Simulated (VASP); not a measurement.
# ScAl2 (Fd-3m) in VASP: notebook, part 2 of 2

VASP 6.6.1. The steps go on from the part before.

## Step 4: Single point, PBEsol

Contents of INCAR:

```
SYSTEM = ScAl2
PREC     = Accurate       ! precision mode
ENCUT    = 520            ! plane-wave cutoff, eV
EDIFF    = 1E-6           ! SCF threshold, eV
ISMEAR   = -1             ! smearing method
SIGMA    = 0.3            ! smearing width, eV
LREAL    = .FALSE.        ! projectors in reciprocal space
LASPH    = .TRUE.         ! aspherical terms in the spheres
NELM     = 60             ! most SCF steps
ALGO     = Normal         ! electronic algorithm
ISIF     = 2              ! what is computed and relaxed
LWAVE    = .FALSE.        ! write WAVECAR
LCHARG   = .FALSE.        ! write CHGCAR
GGA      = PS             ! functional
NBANDS   = 26             ! bands
```

Contents of KPOINTS:

```
Automatic mesh
0
G
  8 8 8
  0 0 0
```

Contents of POSCAR:

```
ScAl2
1.0
    0.0000000000      3.7776526849      3.7776526849
    3.7776526849      0.0000000000      3.7776526849
    3.7776526849      3.7776526849      0.0000000000
Sc Al
2 4
Direct
    0.5000000000      0.5000000000      0.5000000000
    0.7500000000      0.7500000000      0.7500000000
    0.1250000000      0.1250000000      0.1250000000
    0.6250000000      0.1250000000      0.1250000000
    0.1250000000      0.6250000000      0.1250000000
    0.1250000000      0.1250000000      0.6250000000
```

Potentials or basis: VASP PAW PBE potentials, release 64 (Sc_sv, Al).

Started as:

```bash
cat potpaw_PBE.64/Sc_sv/POTCAR potpaw_PBE.64/Al/POTCAR > POTCAR
mpirun -np 1 vasp_std > vasp.out
```

OUTCAR:

```text
SYSTEM = ScAl2
   PREC = Accurate
   ENCUT = 520
   EDIFF = 1E-6
   ISMEAR = -1
   LREAL = .FALSE.
   LASPH = .TRUE.
   NELM = 60
   ISIF = 2
   GGA = PS

 ion  position               nearest neighbor table
   1  0.500  0.500  0.500-   5 3.13   4 3.13   3 3.13   3 3.13   3 3.13   6 3.13   6 3.13   4 3.13
                             5 3.13   4 3.13   5 3.13   6 3.13   2 3.27   2 3.27   2 3.27   2 3.27
   2  0.750  0.750  0.750-   3 3.13   4 3.13   5 3.13   4 3.13   4 3.13   5 3.13   3 3.13   5 3.13
                             6 3.13   3 3.13   6 3.13   6 3.13   1 3.27   1 3.27   1 3.27   1 3.27
   3  0.125  0.125  0.125-   4 2.67   5 2.67   6 2.67   6 2.67   5 2.67   4 2.67   1 3.13   2 3.13
                             1 3.13   2 3.13   1 3.13   2 3.13
   4  0.625  0.125  0.125-   3 2.67   6 2.67   5 2.67   3 2.67   5 2.67   6 2.67   2 3.13   1 3.13
                             2 3.13   1 3.13   1 3.13   2 3.13
   5  0.125  0.625  0.125-   3 2.67   6 2.67   3 2.67   4 2.67   6 2.67   4 2.67   1 3.13   2 3.13
                             2 3.13   1 3.13   1 3.13   2 3.13
   6  0.125  0.125  0.625-   3 2.67   3 2.67   4 2.67   5 2.67   5 2.67   4 2.67   1 3.13   2 3.13
                             1 3.13   2 3.13   1 3.13   2 3.13

  LATTYP: Found a face centered cubic cell.
 ALAT       =     7.5553053698

  Lattice vectors:

 A1 = (   0.0000000000,   3.7776526849,   3.7776526849)
 A2 = (   3.7776526849,   0.0000000000,   3.7776526849)
 A3 = (   3.7776526849,   3.7776526849,   0.0000000000)

Analysis of symmetry for initial positions (statically):
=====================================================================
 Subroutine PRICEL returns:
 Original cell was already a primitive cell.

 Routine SETGRP: Setting up the symmetry group for a
 face centered cubic supercell.

 Subroutine GETGRP returns: Found 48 space group operations
 (whereof 24 operations were pure point group operations)
 out of a pool of 48 trial point group operations.

The static configuration has the point symmetry T_d .
 The point group associated with its full space group is O_h .
[... 144 lines left out ...]
  Fermi-wavevector in a.u.,A,eV,Ry     =   1.114301  2.105723 16.893895  1.241666
  Thomas-Fermi vector in A             =   2.250894
   LORBIT       =      0    0 simple, 1 ext, 2 COOP (PROOUT), +10 PAW based schemes
   GGA     = PS    functional components
   LHFCALC =     F    Hartree Fock is set to
   AEXX    =    0.0000 exact exchange contribution
   IVDW    =     0    specifies the selected vdW correction
   LEPSILON=     F    determine dielectric tensor
   LRPA    =     F    only Hartree local field effects (RPA)
 non-spin polarized calculation
  energy-cutoff  :      520.00
  volume of cell :      107.82
 maximum number of plane-waves:      2936
   NGX = 19   NGY = 19   NGZ = 19

 number of electron      33.9999997 magnetization

 Free energy of the ion-electron system (eV)
  ---------------------------------------------------
  ext. energy  EPLUGINS =         0.00000000
  ---------------------------------------------------
  free energy    TOTEN  =       -33.00474637 eV

  energy without entropy =      -32.02118761  energy(sigma->0) =      -32.51296699

 E-fermi :   6.5361     XC(G=0): -10.4036

 val. band max:        6.5316840347   @ k =  -0.3750   0.1250   0.0000
 cond. band min:       6.5619563644   @ k =   0.5000   0.1250   0.0000
 fundamental gap:      0.0302723297
 Fermi energy:         6.5360687439

 k-point     1 :       0.0000    0.0000    0.0000
  band No.  band energies     occupation
      1     -42.5838      2.00000
      2     -42.5434      2.00000
      3     -21.3646      2.00000
      4     -21.3646      2.00000
      5     -21.3646      2.00000
      6     -21.2548      2.00000
[... 685 lines left out ...]
     25       9.5946      0.00007
     26       9.9803      0.00002

 [... further k-points ...]

------------------------ aborting loop because EDIFF is reached ----------------------------------------

  FORCE on cell =-STRESS in cart. coord.  units (eV):
  Direction    XX          YY          ZZ          XY          YZ          ZX
  --------------------------------------------------------------------------------------
  -------------------------------------------------------------------------------------
  Total       -0.2941707     -0.2941707     -0.2941707      0.0000000     -0.0000000      0.0000000
  in kB       -4.3713329     -4.3713329     -4.3713329      0.0000000     -0.0000000      0.0000000
  external PRESSURE =      -4.3713329 kB  Pullay stress =       0.0000000 kB

 VOLUME and BASIS-vectors are now :
 -----------------------------------------------------------------------------
  energy-cutoff  :      520.00
  volume of cell :      107.82
      direct lattice vectors                 reciprocal lattice vectors
     0.000000000  3.777652685  3.777652685    -0.132357324  0.132357324  0.132357324
     3.777652685  0.000000000  3.777652685     0.132357324 -0.132357324  0.132357324
     3.777652685  3.777652685  0.000000000     0.132357324  0.132357324 -0.132357324

 POSITION                                       TOTAL-FORCE (eV/Angst)
 -----------------------------------------------------------------------------------
      3.77765      3.77765      3.77765         0.000000      0.000000      0.000000
      5.66648      5.66648      5.66648        -0.000000     -0.000000     -0.000000
      0.94441      0.94441      0.94441        -0.000000     -0.000000     -0.000000
      0.94441      2.83324      2.83324        -0.000000     -0.000000     -0.000000
      2.83324      0.94441      2.83324        -0.000000     -0.000000     -0.000000
      2.83324      2.83324      0.94441        -0.000000     -0.000000     -0.000000
 -----------------------------------------------------------------------------------
    total drift:                               -0.000000     -0.000000      0.000000

  FREE ENERGIE OF THE ION-ELECTRON SYSTEM (eV)
  ---------------------------------------------------
  free  energy   TOTEN  =       -33.0047463717 eV

  energy  without entropy=      -32.0211876064  energy(sigma->0) =      -32.51296699
```

OSZICAR:

```text
N       E                     dE             d eps       ncg     rms          rms(c)
DAV:   1     0.391457823060E+03    0.39146E+03   -0.14587E+04  1524   0.123E+03
DAV:   2    -0.194490488751E+01   -0.39340E+03   -0.38370E+03  2012   0.465E+02
DAV:   3    -0.351888245432E+02   -0.33244E+02   -0.31697E+02  2458   0.141E+02
DAV:   4    -0.363549766196E+02   -0.11662E+01   -0.11382E+01  2488   0.231E+01
DAV:   5    -0.363773450949E+02   -0.22368E-01   -0.22301E-01  2416   0.341E+00    0.103E+01
DAV:   6    -0.331327838318E+02    0.32446E+01   -0.15759E+01  2466   0.286E+01    0.326E+00
DAV:   7    -0.330621156796E+02    0.70668E-01   -0.77372E-01  2502   0.677E+00    0.206E+00
DAV:   8    -0.330073937539E+02    0.54722E-01   -0.11633E-01  2318   0.279E+00    0.478E-01
DAV:   9    -0.330051314217E+02    0.22623E-02   -0.18286E-02  2356   0.132E+00    0.190E-01
DAV:  10    -0.330047514822E+02    0.37994E-03   -0.13923E-03  2582   0.303E-01    0.526E-02
DAV:  11    -0.330047594350E+02   -0.79528E-05   -0.11231E-04  2590   0.748E-02    0.319E-02
DAV:  12    -0.330047463036E+02    0.13131E-04   -0.67536E-05  2294   0.796E-02    0.336E-03
DAV:  13    -0.330047463717E+02   -0.68113E-07   -0.24609E-06  1504   0.112E-02
   1 F= -.33004746E+02 E0= -.32512967E+02  d E =-.983559E+00
```

stdout:

```text
POSCAR found type information on POSCAR ScAl
 POSCAR found :  2 types and       6 ions
 scaLAPACK will be used
 -----------------------------------------------------------------------------
|                                                                             |
|                                                                             |
|     You enforced a specific xc type in the INCAR file but a different       |
|     I HOPE YOU KNOW WHAT YOU ARE DOING!                                     |
|                                                                             |
 -----------------------------------------------------------------------------

 LDA part: xc-table for (Slater+PW92), standard interpolation
 POSCAR, INCAR and KPOINTS ok, starting setup
 FFT: planning ... GRIDC
 FFT: planning ... GRID_SOFT
 FFT: planning ... GRID
 WAVECAR not read
 entering main loop
```

Wall time 3.4 min (1 thread of Intel Xeon 8259CL, shared host); peak memory 0.27 GiB.

What came out:

| Quantity | Value |
| --- | --- |
| Free energy | -33.0047 eV |
| Pressure | -0.4 GPa |
| Band gap on the k mesh | zero (bands 17 and 18 overlap by 2.40 eV) |

Caveat: so wide a smearing shifts energies and pressures; the PAW data sets were made with another functional, which shifts forces and pressure a little.

## Step 5: The runs side by side

```csv
smearing,gap on the mesh (eV),pressure (GPa)
fermi-dirac 0.1 eV,none,-0.9
fermi-dirac 0.2 eV,none,-0.7
fermi-dirac 0.3 eV,none,-0.4
```

Alike in all rows: task single point; level PBEsol; potentials or basis VASP PAW PBE potentials, release 64 (Sc_sv, Al); no spin polarisation; cell as given; k mesh 8 × 8 × 8; cutoff (eV) 520.

Caveats: the PAW data sets were made with another functional, which shifts forces and pressure a little; so wide a smearing shifts energies and pressures (at least some runs).

Absolute energies hang on the potentials; compare differences alone.
